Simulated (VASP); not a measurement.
# Ir16Au in VASP: a series of runs, part 2 of 2

VASP 6.6.1. The steps go on from the part before.

## (3) Single point, PBE+D3(BJ)

File INCAR:

```
SYSTEM = Ir16Au
  ALGO = Normal
  DIPOL = 0.5 0.5 0.473
  EDIFF = 1E-7
  ENCUT = 520
  GGA = PE
  IDIPOL = 3
  ISIF = 2
  ISMEAR = 0
  IVDW = 12
  LASPH = .TRUE.
  LCHARG = .FALSE.
  LDIPOL = .TRUE.
  LREAL = Auto
  LWAVE = .FALSE.
  NBANDS = 92
  NELM = 60
  PREC = Accurate
  SIGMA = 0.1
```

File KPOINTS:

```
k-points
0
G
  6 6 1
  0 0 0
```

File POSCAR:

```
Ir16Au
1.0
    5.4313155574      0.0000000000      0.0000000000
   -2.7156577787      4.7036572487      0.0000000000
    0.0000000000      0.0000000000     25.6519758739
Ir Au
16 1
Direct
    0.3333333333      0.1666666667      0.3313584904
    0.3333333333      0.6666666667      0.3313584904
    0.8333333333      0.1666666667      0.3313584904
    0.8333333333      0.6666666667      0.3313584904
    0.6666666667      0.3333333333      0.4177972622
    0.6666666667      0.8333333333      0.4177972622
    0.1666666667      0.3333333333      0.4177972622
    0.1666666667      0.8333333333      0.4177972622
   -0.0001677246      0.5001677246      0.5031590199
   -0.0001677246     -0.0003354492      0.5031590199
    0.5003354492      0.5001677246      0.5031590199
    0.5000000000      0.0000000000      0.5047840022
    0.3355257061      0.6710514123      0.5887086647
    0.3355257061      0.1644742939      0.5887086647
    0.8333333333      0.6666666667      0.5885305359
    0.8289485877      0.1644742939      0.5887086647
    0.1666666667      0.3333333333      0.6739258706
```

Potentials or basis: VASP PAW PBE potentials, release 64 (Ir, Au).

On the command line:

```sh
$ cat potpaw_PBE.64/Ir/POTCAR potpaw_PBE.64/Au/POTCAR > POTCAR
$ mpirun -np 1 vasp_std > vasp.out
```

OUTCAR:

```text
SYSTEM = Ir16Au
   EDIFF = 1E-7
   ENCUT = 520
   GGA = PE
   ISIF = 2
   ISMEAR = 0
   IVDW = 12
   LASPH = .TRUE.
   LREAL = Auto
   NELM = 60
   PREC = Accurate
 IVDW          = 12

 ion  position               nearest neighbor table
   1  0.333  0.167  0.331-   7 2.72   5 2.72   8 2.72   3 2.72   3 2.72   2 2.72   2 2.72   4 2.72
                             4 2.72
   2  0.333  0.667  0.331-   8 2.72   6 2.72   7 2.72   4 2.72   4 2.72   3 2.72   1 2.72   1 2.72
                             3 2.72
   3  0.833  0.167  0.331-   5 2.72   7 2.72   6 2.72   1 2.72   1 2.72   2 2.72   4 2.72   4 2.72
                             2 2.72
[... 896 lines left out ...]
  external pressure =      -20.89 kB  Pullay stress =        0.00 kB

 VOLUME and BASIS-vectors are now :
 -----------------------------------------------------------------------------
  energy-cutoff  :      520.00
  volume of cell :      655.33
      direct lattice vectors                 reciprocal lattice vectors
     5.431315557  0.000000000  0.000000000     0.184117455  0.106300262  0.000000000
    -2.715657779  4.703657249  0.000000000     0.000000000  0.212600525  0.000000000
     0.000000000  0.000000000 25.651975874     0.000000000  0.000000000  0.038983352

 POSITION                                       TOTAL-FORCE (eV/Angst)
 -----------------------------------------------------------------------------------
      1.35783      0.78394      8.50000         0.025816     -0.014905      0.291544
     -0.00000      3.13577      8.50000        -0.000000      0.029810      0.291544
      4.07349      0.78394      8.50000        -0.025816     -0.014905      0.291544
      2.71566      3.13577      8.50000        -0.000000     -0.000000      0.220307
      2.71566      1.56789     10.71733        -0.000000     -0.004488     -0.358257
      1.35783      3.91971     10.71733        -0.003886      0.002244     -0.358257
[... 9 lines left out ...]
      4.05563      0.77363     15.10154        -0.005203     -0.003004      0.043385
      0.00000      1.56789     17.28753        -0.000000     -0.000000     -0.008252
 -----------------------------------------------------------------------------------
    total drift:                                0.000000     -0.000000     -0.002533

  FREE ENERGIE OF THE ION-ELECTRON SYSTEM (eV)
  ---------------------------------------------------
  free  energy   TOTEN  =      -146.7651257920 eV

  energy  without entropy=     -146.6712712250  energy(sigma->0) =     -146.71819851

 vacuum level on the upper side and lower side of the slab         4.882         6.068
```

It took 39 min on 1 thread of Intel Xeon Platinum 8488C (Sapphire Rapids), shared host; peak memory 0.8 GiB.

What came out:

```
Free energy                : -146.7651 eV
Largest force              : 0.358 eV/Å
Band gap on the k mesh     : zero (an odd number of electrons rules out a gap without spin polarisation)
Dispersion energy per atom : -0.545 eV
```

Forces in eV/Å, atoms in the order of the input:
```
Ir   0.026 -0.015  0.292
Ir   0.000  0.030  0.292
Ir  -0.026 -0.015  0.292
Ir   0.000  0.000  0.220
Ir   0.000 -0.004 -0.358
Ir  -0.004  0.002 -0.358
Ir   0.000  0.000 -0.175
Ir   0.004  0.002 -0.358
Ir   0.002 -0.001  0.002
Ir   0.000  0.002  0.002
Ir  -0.002 -0.001  0.002
Ir   0.000  0.000 -0.013
Ir   0.000  0.006  0.043
Ir   0.005 -0.003  0.043
Ir   0.000  0.000  0.039
Ir  -0.005 -0.003  0.043
Au   0.000  0.000 -0.008
```

Caveat: spin-orbit coupling is left out, which moves the levels of the heavy elements.
